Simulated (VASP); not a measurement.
# MgO (Pm-3m) in VASP: further runs

The runs below take MgO through single point, with r2SCAN, PBE.

Everything below comes from runs of VASP 6.6.1. Logs are shortened: lines on timing, memory, paths and dates and some standing lists are left out, and cuts for length are marked.

## 1. The cell of the first run

It takes space group Pm-3m (No. 221, cubic). The conventional cell has a = 2.588 Å, b = 2.588 Å, c = 2.588 Å, α = 90.00°, β = 90.00°, γ = 90.00°. Mg (site symmetry m-3m) has 8 O at 2.24 Å and 6 Mg at 2.59 Å within 3.0 Å. O (site symmetry m-3m) has 8 Mg at 2.24 Å and 6 O at 2.59 Å within 3.0 Å.

## 2. Single point, r2SCAN (volume scaled by 0.960)

Contents of POSCAR:

```
MgO
1.0
    2.5883923063      0.0000000000      0.0000000000
    0.0000000000      2.5883923063      0.0000000000
    0.0000000000      0.0000000000      2.5883923063
Mg O
1 1
Direct
    0.0000000000      0.0000000000      0.0000000000
    0.5000000000      0.5000000000      0.5000000000
```

Contents of INCAR.step1:

```
SYSTEM = MgO
  PREC = Accurate
  ENCUT = 660
  ISMEAR = 0
  SIGMA = 0.05
  LREAL = .FALSE.
  LASPH = .TRUE.
  NELM = 120
  NBANDS = 15
  GGA = PE
  ALGO = Normal
  EDIFF = 1E-5
  LWAVE = .TRUE.
  LCHARG = .FALSE.
  GGA_COMPAT = .FALSE.
```

Contents of INCAR.step2:

```
SYSTEM = MgO
  PREC = Accurate
  ENCUT = 660
  EDIFF = 1E-6
  ISMEAR = 0
  SIGMA = 0.05
  LREAL = .FALSE.
  LASPH = .TRUE.
  NELM = 120
  ALGO = Normal
  ISIF = 2
  LWAVE = .FALSE.
  LCHARG = .FALSE.
  METAGGA = R2SCAN
  LMIXTAU = .TRUE.
  NBANDS = 15
  ISTART = 1
  GGA_COMPAT = .FALSE.
```

Contents of KPOINTS:

```
Automatic mesh
0
G
  10 10 10
  0 0 0
```

Potentials or basis: VASP PAW PBE potentials, release 64 (Mg_sv, O).

Run with:

```bash
cat potpaw_PBE.64/Mg_sv/POTCAR potpaw_PBE.64/O/POTCAR > POTCAR
cp INCAR.step1 INCAR
mpirun -np 1 vasp_std > vasp.out
cp INCAR.step2 INCAR
mpirun -np 1 vasp_std > vasp.out
```

OUTCAR:

```text
SYSTEM = MgO
   PREC = Accurate
   ENCUT = 660
   EDIFF = 1E-6
   ISMEAR = 0
   LREAL = .FALSE.
   LASPH = .TRUE.
   NELM = 120
   ISIF = 2
   METAGGA = R2SCAN
   ISTART = 1

 ion  position               nearest neighbor table
   1  0.000  0.000  0.000-
   2  0.500  0.500  0.500-

  LATTYP: Found a simple cubic cell.
 ALAT       =     2.5883923063

  Lattice vectors:

 A1 = (   2.5883923063,   0.0000000000,   0.0000000000)
 A2 = (   0.0000000000,   2.5883923063,   0.0000000000)
 A3 = (   0.0000000000,   0.0000000000,   2.5883923063)

Analysis of symmetry for initial positions (statically):
=====================================================================
 Subroutine PRICEL returns:
 Original cell was already a primitive cell.

 Routine SETGRP: Setting up the symmetry group for a
 simple cubic supercell.

 Subroutine GETGRP returns: Found 48 space group operations
 (whereof 48 operations were pure point group operations)
 out of a pool of 48 trial point group operations.

The static configuration has the point symmetry O_h .

Analysis of symmetry for dynamics (positions and initial velocities):
=====================================================================
 Subroutine PRICEL returns:
 Original cell was already a primitive cell.

 Routine SETGRP: Setting up the symmetry group for a
 simple cubic supercell.

 Subroutine GETGRP returns: Found 48 space group operations
 (whereof 48 operations were pure point group operations)
 out of a pool of 48 trial point group operations.

The dynamic configuration has the point symmetry O_h .

 Subroutine INISYM returns: Found 48 space group operations
 (whereof 48 operations are pure point group operations),
 and found     1 'primitive' translations

----------------------------------------------------------------------------------------

                                     Primitive cell

  volume of cell :      17.3416

  direct lattice vectors                    reciprocal lattice vectors
     2.588392306  0.000000000  0.000000000     0.386340199  0.000000000  0.000000000
     0.000000000  2.588392306  0.000000000     0.000000000  0.386340199  0.000000000
     0.000000000  0.000000000  2.588392306     0.000000000  0.000000000  0.386340199

  length of vectors
     2.588392306  2.588392306  2.588392306     0.386340199  0.386340199  0.386340199

  position of ions in fractional coordinates (direct lattice)
     0.000000000  0.000000000  0.000000000
     0.500000000  0.500000000  0.500000000

  ion indices of the primitive-cell ions
   primitive index   ion index
                 1           1
                 2           2

----------------------------------------------------------------------------------------

 KPOINTS: Automatic mesh

Automatic generation of k-mesh.
 Grid dimensions read from file:
 generate k-points for:   10   10   10

 Generating k-lattice:

  Cartesian coordinates                     Fractional coordinates (reciprocal lattice)
     0.038634020  0.000000000  0.000000000     0.100000000  0.000000000  0.000000000
     0.000000000  0.038634020  0.000000000     0.000000000  0.100000000  0.000000000
     0.000000000  0.000000000  0.038634020     0.000000000  0.000000000  0.100000000

  Length of vectors
     0.038634020  0.038634020  0.038634020

  Shift w.r.t. Gamma in fractional coordinates (k-lattice)
     0.000000000  0.000000000  0.000000000

 Subroutine IBZKPT returns following result:
 ===========================================

 Found     56 irreducible k-points:

 Following reciprocal coordinates:
            Coordinates               Weight
  0.000000  0.000000  0.000000      1.000000
  0.100000  0.000000  0.000000      6.000000
  0.200000  0.000000  0.000000      6.000000
  0.300000  0.000000  0.000000      6.000000
  0.400000  0.000000  0.000000      6.000000
  0.500000  0.000000  0.000000      3.000000
[... 16 lines left out ...]
  0.200000  0.100000  0.100000     24.000000
  0.300000  0.100000  0.100000     24.000000
 [... further k-points ...]
   k-points           NKPTS =     56   k-points in BZ     NKDIM =     56   number of bands    NBANDS=     15
   number of dos      NEDOS =    301   number of ions     NIONS =      2
   total plane-waves  NPLWV =  13824
   dimension x,y,z NGX =    24 NGY =   24 NGZ =   24
   dimension x,y,z NGXF=    48 NGYF=   48 NGZF=   48
   ions per type =               1   1
   NGX,Y,Z   is equivalent  to a cutoff of  15.41, 15.41, 15.41 a.u.
   NGXF,Y,Z  is equivalent  to a cutoff of  30.83, 30.83, 30.83 a.u.
 SYSTEM =  MgO
   PREC   = accura    normal or accurate (medium, high low for compatibility)
   ISTART =      1    job   : 0-new  1-cont  2-samecut
   ICHARG =      0    charge: 1-file 2-atom 10-const
   ISPIN  =      1    spin polarized calculation?
   LNONCOLLINEAR =      F non collinear calculations
   LSORBIT =      F    spin-orbit coupling
   LASPH  =      T    aspherical Exc in radial PAW
[... 27 lines left out ...]
   METAGGA = R2SCAN    functional components
   LHFCALC =     F    Hartree Fock is set to
   AEXX    =    0.0000 exact exchange contribution
   IVDW    =     0    specifies the selected vdW correction
   LEPSILON=     F    determine dielectric tensor
   LRPA    =     F    only Hartree local field effects (RPA)
 non-spin polarized calculation
 Gauss-broadening in eV      SIGMA  =   0.05
  energy-cutoff  :      660.00
  volume of cell :       17.34
 maximum number of plane-waves:       691
 NGX is ok and might be reduce to    24
   NGX = 11   NGY = 11   NGZ = 11

 number of electron      16.0000005 magnetization

 Free energy of the ion-electron system (eV)
  ---------------------------------------------------
  ext. energy  EPLUGINS =         0.00000000
  ---------------------------------------------------
  free energy    TOTEN  =       -14.53997541 eV

  energy without entropy =      -14.53997541  energy(sigma->0) =      -14.53997541

 E-fermi :   5.4035     XC(G=0): -12.5765

 val. band max:        4.9050950994   @ k =   0.5000   0.5000   0.0000
 cond. band min:       8.8377800720   @ k =   0.0000   0.0000   0.0000
 fundamental gap:      3.9326849726
 Fermi energy:         5.4035138017

 k-point     1 :       0.0000    0.0000    0.0000
  band No.  band energies     occupation
      1     -72.6497      2.00000
      2     -37.7019      2.00000
      3     -37.7019      2.00000
      4     -37.7019      2.00000
      5     -14.9498      2.00000
      6       3.8040      2.00000
      7       3.8040      2.00000
      8       3.8040      2.00000
      9       8.8378      0.00000
     10      16.4753      0.00000
     11      16.4753      0.00000
     12      27.6414      0.00000
     13      27.6414      0.00000
     14      27.6414      0.00000
     15      34.5970      0.00000

 k-point     2 :       0.1000    0.0000    0.0000
  band No.  band energies     occupation
      1     -72.6483      2.00000
      2     -37.7161      2.00000
      3     -37.7000      2.00000
      4     -37.7000      2.00000
      5     -14.8414      2.00000
      6       2.9787      2.00000
      7       3.8475      2.00000
      8       3.8475      2.00000
      9       9.4172      0.00000
     10      16.6989      0.00000
     11      16.7645      0.00000
     12      27.4056      0.00000
     13      27.4056      0.00000
     14      27.7846      0.00000
     15      33.6150      0.00000

 k-point     3 :       0.2000    0.0000    0.0000
  band No.  band energies     occupation
      1     -72.6445      2.00000
      2     -37.7543      2.00000
      3     -37.6967      2.00000
      4     -37.6967      2.00000
      5     -14.5424      2.00000
      6       1.3148      2.00000
      7       3.9628      2.00000
      8       3.9628      2.00000
      9      10.5222      0.00000
     10      17.2223      0.00000
     11      17.3658      0.00000
     12      26.7178      0.00000
     13      26.7178      0.00000
     14      28.5628      0.00000
     15      31.3864      0.00000
[... 343 lines left out ...]
 k-point    23 :       0.2000    0.1000    0.1000
  band No.  band energies     occupation
      1     -72.6416      2.00000
      2     -37.7509      2.00000
      3     -37.7105      2.00000
      4     -37.7083      2.00000
      5     -14.3452      2.00000
      6       1.4487      2.00000
      7       3.2312      2.00000
      8       3.4688      2.00000
      9      11.4346      0.00000
     10      17.4868      0.00000
     11      17.5804      0.00000
     12      25.1407      0.00000
     13      26.8147      0.00000
     14      29.1432      0.00000
     15      29.9175      0.00000

 k-point    24 :       0.3000    0.1000    0.1000
  band No.  band energies     occupation
      1     -72.6370      2.00000
      2     -37.7969      2.00000
      3     -37.7058      2.00000
      4     -37.7038      2.00000
      5     -13.9566      2.00000
      6      -0.1062      2.00000
      7       3.4439      2.00000
      8       3.6580      2.00000
      9      12.5003      0.00000
     10      17.1918      0.00000
     11      18.1871      0.00000
     12      24.8855      0.00000
     13      25.2885      0.00000
     14      28.9493      0.00000
     15      28.9569      0.00000

 [... further k-points ...]
[... 5 lines left out ...]
  --------------------------------------------------------------------------------------
  -------------------------------------------------------------------------------------
  Total        0.7288654      0.7288654      0.7288654      0.0000000      0.0000000     -0.0000000
  in kB       67.3391482     67.3391482     67.3391482      0.0000000      0.0000000     -0.0000000
  external PRESSURE =      67.3391482 kB  Pullay stress =       0.0000000 kB

 VOLUME and BASIS-vectors are now :
 -----------------------------------------------------------------------------
  energy-cutoff  :      660.00
  volume of cell :       17.34
      direct lattice vectors                 reciprocal lattice vectors
     2.588392306  0.000000000  0.000000000     0.386340199  0.000000000  0.000000000
     0.000000000  2.588392306  0.000000000     0.000000000  0.386340199  0.000000000
     0.000000000  0.000000000  2.588392306     0.000000000  0.000000000  0.386340199

 POSITION                                       TOTAL-FORCE (eV/Angst)
 -----------------------------------------------------------------------------------
      0.00000      0.00000      0.00000         0.000000      0.000000      0.000000
      1.29420      1.29420      1.29420         0.000000      0.000000      0.000000
 -----------------------------------------------------------------------------------
    total drift:                                0.000000      0.000000     -0.000000

  FREE ENERGIE OF THE ION-ELECTRON SYSTEM (eV)
  ---------------------------------------------------
  free  energy   TOTEN  =       -14.5399754122 eV

  energy  without entropy=      -14.5399754122  energy(sigma->0) =      -14.53997541
```

Run time: 48 s. Hardware: 1 thread of Intel Xeon Platinum 8375C at 2.90GHz (Ice Lake), shared host; peak memory 0.15 GiB.

What came out:

- Free energy: -14.5400 eV
- Pressure: 6.7 GPa
- Band gap on the k mesh: 3.93 eV, indirect (least direct gap 5.03 eV)

Caveat: the cell differs from its parent crystal (volume scaled by 0.960); the PAW data sets were made with another functional, which shifts forces and pressure a little. A k mesh can miss the band edges.

## 3. Single point, r2SCAN (volume scaled by 1.040)

Contents of POSCAR:

```
MgO
1.0
    2.6583824980      0.0000000000      0.0000000000
    0.0000000000      2.6583824980      0.0000000000
    0.0000000000      0.0000000000      2.6583824980
Mg O
1 1
Direct
    0.0000000000      0.0000000000      0.0000000000
    0.5000000000      0.5000000000      0.5000000000
```

Contents of INCAR.step1:

```
SYSTEM = MgO
PREC = Accurate
ENCUT = 660
ISMEAR = 0
SIGMA = 0.05
LREAL = .False.
LASPH = .True.
NELM = 120
NBANDS = 15
GGA = PE
ALGO = Normal
EDIFF = 1E-5
LWAVE = .True.
LCHARG = .False.
GGA_COMPAT = .False.
```

Contents of INCAR.step2:

```
SYSTEM = MgO
PREC = Accurate
ENCUT = 660
EDIFF = 1E-6
ISMEAR = 0
SIGMA = 0.05
LREAL = .False.
LASPH = .True.
NELM = 120
ALGO = Normal
ISIF = 2
LWAVE = .False.
LCHARG = .False.
METAGGA = R2SCAN
LMIXTAU = .True.
NBANDS = 15
ISTART = 1
GGA_COMPAT = .False.
```

Contents of KPOINTS:

```
Automatic mesh
0
Gamma
  8 8 8
  0 0 0
```

Potentials or basis: VASP PAW PBE potentials, release 64 (Mg_sv, O).

Run with:

```bash
cat potpaw_PBE.64/Mg_sv/POTCAR potpaw_PBE.64/O/POTCAR > POTCAR
cp INCAR.step1 INCAR
mpirun -np 1 vasp_std > vasp.out
cp INCAR.step2 INCAR
mpirun -np 1 vasp_std > vasp.out
```

Run time: 33 s. Hardware: 1 thread of Intel Xeon Platinum 8259CL at 2.50GHz (Skylake/Cascade Lake), shared host; peak memory 0.15 GiB.

The run converged. Its results:

| Item | Value |
| --- | --- |
| Free energy | -14.5493 eV |
| Pressure | -6.4 GPa |
| Band gap on the k mesh | 3.16 eV, indirect (least direct gap 4.17 eV) |

Levels at points of the mesh, in eV from the valence-band top:
| k point | band 5 | band 6 | band 7 | band 8 | band 9 | band 10 | band 11 | band 12 |
| --- | --- | --- | --- | --- | --- | --- | --- | --- |
| (0.00, 0.00, 0.00) | -19.30 | -1.01 | -1.01 | -1.01 | 3.16 | 11.40 | 11.40 | 21.36 |
| (0.50, 0.00, 0.00) | -18.16 | -6.34 | -0.56 | -0.56 | 7.71 | 10.28 | 15.61 | 18.31 |
| (0.50, 0.50, 0.00) | -17.36 | -4.63 | -4.63 | 0.00 | 5.82 | 13.09 | 13.09 | 14.13 |
| (0.50, 0.50, 0.50) | -16.56 | -3.60 | -3.60 | -3.60 | 8.29 | 8.29 | 8.29 | 17.49 |

Caveat: the cell differs from its parent crystal (volume scaled by 1.040); the PAW data sets were made with another functional, which shifts forces and pressure a little. A k mesh can miss the band edges.

## 4. Single point, PBE

This run uses another cell than the first one, of 8.25 Å³/atom, 0.951 times its volume.

Contents of INCAR:

```
SYSTEM = MgO
ALGO = Normal
EDIFF = 1E-6
ENCUT = 600
GGA = PE
GGA_COMPAT = .FALSE.
ISIF = 2
ISMEAR = 0
LASPH = .TRUE.
LCHARG = .FALSE.
LREAL = .FALSE.
LWAVE = .FALSE.
NBANDS = 11
NELM = 120
PREC = Accurate
SIGMA = 0.05
```

Contents of KPOINTS:

```
k-points
0
G
  8 8 8
  0 0 0
```

Contents of POSCAR:

```
MgO
1.0
    2.5457230900      0.0000000000      0.0000000000
    0.0000000000      2.5457230900      0.0000000000
    0.0000000000      0.0000000000      2.5457230900
Mg O
1 1
Direct
    0.0000000000      0.0000000000      0.0000000000
    0.5000000000      0.5000000000      0.5000000000
```

Potentials or basis: VASP PAW PBE potentials, release 64 (Mg, O).

Run with:

```bash
cat potpaw_PBE.64/Mg/POTCAR potpaw_PBE.64/O/POTCAR > POTCAR
mpirun -np 1 vasp_std > vasp.out
```

It took 11 s on 1 thread of Intel Xeon 8259CL, shared host; peak memory 0.13 GiB.

The run converged. Its results:

- Free energy: -10.2571 eV
- Pressure: 22.8 GPa
- Band gap on the k mesh: 3.52 eV, indirect (least direct gap 4.65 eV)

Levels at points of the mesh, in eV from the valence-band top:
```tsv
k point	band 1	band 2	band 3	band 4	band 5	band 6	band 7	band 8	band 9
(0.00, 0.00, 0.00)	-19.25	-1.13	-1.13	-1.13	3.52	10.63	10.63	22.03	22.03
(0.50, 0.00, 0.00)	-17.78	-7.15	-0.65	-0.65	7.93	10.57	15.11	17.98	19.23
(0.50, 0.50, 0.00)	-16.75	-5.23	-5.23	0.00	5.33	13.32	13.32	14.19	20.11
(0.50, 0.50, 0.50)	-15.71	-4.12	-4.12	-4.12	7.94	7.94	7.94	18.24	20.17
```

A k mesh can miss the band edges.

## 5. Single point, PBE

This run uses another cell than the first one, of 9.24 Å³/atom, 1.066 times its volume.

Contents of INCAR:

```
PREC = Accurate
ENCUT = 600
EDIFF = 1E-6
ISMEAR = 0
SIGMA = 0.05
LREAL = F
LASPH = T
NELM = 120
ALGO = Normal
ISIF = 2
LWAVE = F
LCHARG = F
GGA = PE
NBANDS = 11
GGA_COMPAT = F
```

Contents of KPOINTS:

```
Automatic mesh
0
Gamma
  8 8 8
```

Contents of POSCAR:

```
MgO
1.0
    2.6437304260      0.0000000000      0.0000000000
    0.0000000000      2.6437304260      0.0000000000
    0.0000000000      0.0000000000      2.6437304260
Mg O
1 1
Direct
    0.0000000000      0.0000000000      0.0000000000
    0.5000000000      0.5000000000      0.5000000000
```

Run with:

```bash
cat potpaw_PBE.64/Mg/POTCAR potpaw_PBE.64/O/POTCAR > POTCAR
mpirun -np 1 vasp_std > vasp.out
```

It took 13 s on 1 thread of Intel Xeon 8259CL, shared host; peak memory 0.14 GiB.

Results (log left out):

```yaml
Free_energy: -10.4013 eV
Pressure: 1.7 GPa
Band_gap_on_the_k_mesh: 2.41 eV, indirect (least direct gap 3.40 eV)
```

Levels at points of the mesh, in eV from the valence-band top:
```tsv
k point	band 1	band 2	band 3	band 4	band 5	band 6	band 7	band 8
(0.00, 0.00, 0.00)	-18.43	-0.99	-0.99	-0.99	2.41	10.43	10.43	20.11
(0.50, 0.00, 0.00)	-17.24	-6.43	-0.55	-0.55	6.91	9.30	14.48	17.37
(0.50, 0.50, 0.00)	-16.39	-4.64	-4.64	0.00	4.90	12.05	12.05	13.25
(0.50, 0.50, 0.50)	-15.57	-3.56	-3.56	-3.56	7.44	7.44	7.44	16.08
```

A k mesh can miss the band edges. A hybrid or GW would open this gap; PBE tends to underestimate it.

## 6. Single point, PBE

This run uses another cell than the first one, of 9.42 Å³/atom, 1.086 times its volume.

Contents of INCAR:

```
SYSTEM = MgO
PREC = Accurate
ENCUT = 600
EDIFF = 1E-6
ISMEAR = 0
SIGMA = 0.05
LREAL = .False.
LASPH = .True.
NELM = 120
ALGO = Normal
ISIF = 2
LWAVE = .False.
LCHARG = .False.
GGA = PE
NBANDS = 11
GGA_COMPAT = .False.
```

Contents of KPOINTS:

```
Automatic mesh
0
Gamma
  8 8 8
  0 0 0
```

Contents of POSCAR:

```
MgO
1.0
    2.6604928845      0.0000000000      0.0000000000
    0.0000000000      2.6604928845      0.0000000000
    0.0000000000      0.0000000000      2.6604928845
Mg O
1 1
Direct
    0.0000000000      0.0000000000      0.0000000000
    0.5000000000      0.5000000000      0.5000000000
```

Potentials or basis: VASP PAW PBE potentials, release 64 (Mg, O).

Run with:

```bash
cat potpaw_PBE.64/Mg/POTCAR potpaw_PBE.64/O/POTCAR > POTCAR
mpirun -np 1 vasp_std > vasp.out
```

Wall time 14 s (1 thread of Intel Xeon 8259CL, shared host); peak memory 0.14 GiB.

The run converged. Its results:

- Free energy: -10.4028 eV
- Pressure: -1.0 GPa
- Band gap on the k mesh: 2.24 eV, indirect (least direct gap 3.21 eV)

Levels at points of the mesh, in eV from the valence-band top:
```tsv
k point	band 2	band 3	band 4	band 5	band 6	band 7
(0.00, 0.00, 0.00)	-0.97	-0.97	-0.97	2.24	10.39	10.39
(0.50, 0.00, 0.00)	-6.31	-0.53	-0.53	6.76	9.10	14.38
(0.50, 0.50, 0.00)	-4.55	-4.55	0.00	4.83	11.85	11.85
(0.50, 0.50, 0.50)	-3.48	-3.48	-3.48	7.35	7.35	7.35
```

A k mesh can miss the band edges. As with any semilocal functional, this PBE gap is likely too small.

## 7. The runs side by side

| level | potentials or basis | cell | k mesh | cutoff (eV) | second run | gap on the mesh (eV) | pressure (GPa) |
| --- | --- | --- | --- | --- | --- | --- | --- |
| r2SCAN | VASP PAW PBE potentials, release 64 (Mg_sv, O) | a = 2.588 Å, 2 atoms | 10 × 10 × 10 | 660 | valence_matched | 3.93 | 6.7 |
| r2SCAN | VASP PAW PBE potentials, release 64 (Mg_sv, O) | a = 2.658 Å, 2 atoms | 8 × 8 × 8 | 660 | valence_matched | 3.16 | -6.4 |
| PBE | VASP PAW PBE potentials, release 64 (Mg, O) | a = 2.546 Å, 2 atoms | 8 × 8 × 8 | 600 | - | 3.52 | 22.8 |
| PBE | VASP PAW PBE potentials, release 64 (Mg, O) | a = 2.644 Å, 2 atoms | 8 × 8 × 8 | 600 | - | 2.41 | 1.7 |
| PBE | VASP PAW PBE potentials, release 64 (Mg, O) | a = 2.660 Å, 2 atoms | 8 × 8 × 8 | 600 | - | 2.24 | -1.0 |

Alike in all rows: task single point; no spin polarisation; smearing gaussian 0.05 eV.

Caveats: the PAW data sets were made with another functional, which shifts forces and pressure a little (some runs).

Absolute energies hang on the potentials; compare differences alone.
